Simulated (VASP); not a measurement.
Wanted: the native input for a VASP 6.6.1 run.

```
Task                   : relaxation of cell and atoms
Functional             : PBE
Potentials or basis    : VASP PAW PBE potentials, release 64 (Al, Cl, F)
Cutoff                 : 600 eV
k mesh                 : 4 × 4 × 4
Occupations            : gaussian, width 0.1 eV
Spin                   : no spin polarisation
Dipole correction      : no
Further INCAR settings : ALGO = Normal; EDIFF = 1e-06; IBRION = 2; EDIFFG = -0.04; NSW = 90; ISIF = 3
```

The structure of Al2Cl2F lies in POSCAR:

```
Al2Cl2F
1.0
    5.1849890700      0.0000000000      0.0000000000
    0.0000000000      5.1849890700      0.0000000000
    0.0000000000      0.0000000000      3.8210015800
Al Cl F
2 2 1
Direct
    0.0000000000      0.5000000000      0.7125503600
    0.5000000000      0.0000000000      0.7125503600
    0.0000000000      0.5000000000      0.1385374800
    0.5000000000      0.0000000000      0.1385374800
    0.0000000000      0.0000000000      0.7490375400
```

These files were run (other wordings do the same):

INCAR

```
ALGO = Normal ; EDIFF = 1E-6
EDIFFG = -0.04 ; ENCUT = 600
GGA = PE ; IBRION = 2
ISIF = 3 ; ISMEAR = 0
LASPH = True ; LCHARG = False
LREAL = False ; LWAVE = False
NELM = 100 ; NSW = 90
PREC = Accurate ; SIGMA = 0.1
```

KPOINTS

```
k-points
0
Gamma
  4 4 4
```

Potentials or basis: VASP PAW PBE potentials, release 64 (Al, Cl, F).

The run is started by

```console
$ cat potpaw_PBE.64/Al/POTCAR potpaw_PBE.64/Cl/POTCAR potpaw_PBE.64/F/POTCAR > POTCAR
$ mpirun -np 1 vasp_std > vasp.out
```

Results of the run:

```
Relaxed volume                         : 19.86 Å³/atom
Relaxed cell                           : a = 4.580 Å, b = 4.580 Å, c = 4.734 Å, α = 90.00°, β = 90.00°, γ = 90.00°
Space group after relaxing (to 0.05 Å) : P4/mmm (No. 123)
Energy gained by relaxing              : 2262.7 meV/atom
Ionic steps                            : 46
Pressure after relaxing                : 0.0 GPa
Largest force after relaxing           : 0.021 eV/Å
```

Caveat: the k points lie up to 0.34 Å⁻¹ apart in the final cell; an odd number of electrons without spin polarisation forces a metal; a magnetic or distorted state may lie lower.

It took 8.7 min on 1 thread of AMD EPYC 9R45 96-Core Processor (Zen 5), with other jobs on the host, peak memory 0.22 GiB.
